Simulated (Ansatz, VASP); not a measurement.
Two plane-wave programs on MoSe

Contents of INCAR:

```
SYSTEM = MoSe
  PREC = Accurate
  ENCUT = 520
  EDIFF = 1E-6
  ISMEAR = 0
  SIGMA = 0.1
  LREAL = .FALSE.
  LASPH = .TRUE.
  NELM = 150
  ALGO = Normal
  ISIF = 2
  LWAVE = .FALSE.
  LCHARG = .FALSE.
  ISPIN = 2
  MAGMOM = 3.5 0
  LORBIT = 11
  LMAXMIX = 4
  GGA = PS
  NBANDS = 21
```

KPOINTS

```
Automatic mesh
0
G
  14 14 14
  0 0 0
```

POSCAR

```
MoSe
1.0
    0.0000000000      2.7209018999      2.7209018999
    2.7209018999      0.0000000000      2.7209018999
    2.7209018999      2.7209018999      0.0000000000
Mo Se
1 1
Direct
    0.0000000000      0.0000000000      0.0000000000
    0.5000000000      0.5000000000      0.5000000000
```

Input for Ansatz:

```yaml
crystal:
  lattice:
    - [0.0, 2.7209018999, 2.7209018999]
    - [2.7209018999, 0.0, 2.7209018999]
    - [2.7209018999, 2.7209018999, 0.0]
  atoms:
    - { symbol: Mo, position: [0.0, 0.0, 0.0], spin: 3.5 }
    - { symbol: Se, position: [0.5, 0.5, 0.5] }
basis:
  ecutwfc: 420
kpoints:
  mp_grid: { grid: [14, 14, 14] }
hamiltonian:
  xc: pbesol
scf:
  occupations: { method: gaussian, width: 0.1 }
  lower_state_search: "off"
output:
  forces: true
  stress: true
  eigenvalues: true
  populations: true
  write_density: true
  write_potential: true
  elf: true
  volumetric_format: npy
magnetization:
  spin_polarized: true
```

Alike in both runs: task single point; functional PBEsol; k mesh 14 × 14 × 14; occupations gaussian, width 0.1 eV; collinear spin.

|  | VASP | Ansatz |
| --- | --- | --- |
| version | VASP 6.6.1 | Ansatz 0.2.0 |
| potentials or method | VASP PAW PBE potentials, release 64 (Mo_sv, Se), cutoff 520 eV | scalar-relativistic, plane waves, PAW |
| valence electrons in the cell | 20 | 30 |

|  | VASP | Ansatz | Ansatz less VASP |
| --- | --- | --- | --- |
| gap on the k mesh at the Fermi level (eV) | none | none | - |
| pressure (GPa) | -9.5 | -9.7 | -0.15 |
| net moment per atom (μB) | 1.32 | 1.33 | +0.003 |
| size of the moment on the site where the two differ most (μB) | 2.31 | 2.07 | -0.234 |

VASP's potentials were made for PBE, not for PBEsol. Site moments also hang on the region over which each program counts them. A gap of «none» marks a metal or a gap that the smearing closes. VASP's potentials hold 20 valence electrons a cell and Ansatz's 30, so a difference there can come from the potentials and not from the codes.
